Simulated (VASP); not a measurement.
Wanted: the native input for a VASP 6.6.1 run.

- Task: relaxation of shape and atoms at fixed volume
- Functional: LDA
- Potentials or basis: VASP PAW LDA potentials, release 64 (V_sv, Pt)
- Cutoff: 600 eV
- k mesh: 16 × 16 × 12
- Occupations: fermi-dirac, width 0.15 eV
- Spin: no spin polarisation
- Dipole correction: no
- Further INCAR settings: ALGO = Fast; EDIFF = 1e-06; IBRION = 2; EDIFFG = -0.001; NSW = 80; ISIF = 4

The structure of VPt lies in POSCAR:

```
VPt
1.0
    2.6370634281      0.0000000000      0.0000000000
    0.0000000000      2.6370634281      0.0000000000
    0.0000000000      0.0000000000      3.8051025251
V Pt
1 1
Direct
    0.5000000000      0.5000000000      0.5000000000
    0.0000000000      0.0000000000      0.0000000000
```

These files were run (other wordings do the same):

INCAR

```
  ALGO = Fast
  EDIFF = 1E-6
  EDIFFG = -0.001
  ENCUT = 600
  GGA = CA
  IBRION = 2
  ISIF = 4
  ISMEAR = -1
  LASPH = True
  LCHARG = False
  LREAL = False
  LWAVE = False
  NELM = 100
  NSW = 80
  PREC = Accurate
  SIGMA = 0.15
```

KPOINTS

```
k-points
0
Gamma
  16 16 12
```

Potentials or basis: VASP PAW LDA potentials, release 64 (V_sv, Pt).

Run with:

```bash
$ cat potpaw_LDA.64/V_sv/POTCAR potpaw_LDA.64/Pt/POTCAR > POTCAR
$ mpirun -np 1 vasp_std > vasp.out
```

Results of the run:

```yaml
Energy_gained_by_relaxing: 0.0 meV/atom
Ionic_steps: 2
Pressure_after_relaxing: 6.9 GPa
Band_gap_on_the_k_mesh: zero (an odd number of electrons rules out a gap without spin polarisation)
```

Caveat: spin-orbit coupling is left out, which moves the levels of the heavy elements.

Wall time 66 s on 1 thread of Intel(R) Xeon(R) 6975P-C (Granite Rapids) (shared host), peak memory 0.28 GiB.
